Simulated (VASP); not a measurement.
Write the native input for VASP 6.6.1 that does the following.

```yaml
Task: electric field gradients
Functional: PBE
Potentials_or_basis: VASP PAW PBE potentials, release 64 (Ga_d)
Cutoff: 520 eV
k_mesh: 9 × 9 × 8
Occupations: fermi-dirac, width 0.05 eV
Spin: no spin polarisation
Dipole_correction: no
Further_INCAR_settings: ALGO = Normal; EDIFF = 1e-08; NBANDS = 34
```

The structure of Ga lies in POSCAR:

```
Ga
1.0
    2.2248685607     -3.7707396132      0.0000000000
    2.2248685607      3.7707396132      0.0000000000
    0.0000000000      0.0000000000      4.4556560304
Ga
4
Direct
    0.1525000000      0.8475000000      0.0785000000
    0.6525000000      0.3475000000      0.4215000000
    0.8475000000      0.1525000000      0.9215000000
    0.3475000000      0.6525000000      0.5785000000
```

The input as run:

INCAR

```
SYSTEM = Ga
PREC = Accurate
ENCUT = 520
EDIFF = 1E-8
ISMEAR = -1
SIGMA = 0.05
LREAL = .FALSE.
LASPH = .TRUE.
NELM = 80
ALGO = Normal
ISIF = 2
LWAVE = .FALSE.
LCHARG = .FALSE.
GGA = PE
LEFG = .TRUE.
NBANDS = 34
```

KPOINTS

```
Automatic mesh
0
G
  9 9 8
  0 0 0
```

Potentials or basis: VASP PAW PBE potentials, release 64 (Ga_d).

The run is started by

```sh
$ cat potpaw_PBE.64/Ga_d/POTCAR > POTCAR
$ mpirun -np 1 vasp_std > vasp.out
```

It gave:

| Property | Result |
| --- | --- |
| Pressure | 5.2 GPa |
| Largest force | 0.462 eV/Å |
| Band gap on the k mesh | zero (bands 26 and 27 overlap by 1.27 eV) |
| Largest electric field gradient by atom | Ga -54.5 V/Å² |

Caveat: the cell stands under pressure; without QUAD_EFG the Cq values of the log hold for a quadrupole moment of 1 mb, not for the nuclei.

It took 4.1 min on 1 thread of Intel(R) Xeon(R) Platinum 8259CL CPU @ 2.50GHz (Skylake/Cascade Lake) (shared host), peak memory 0.35 GiB.
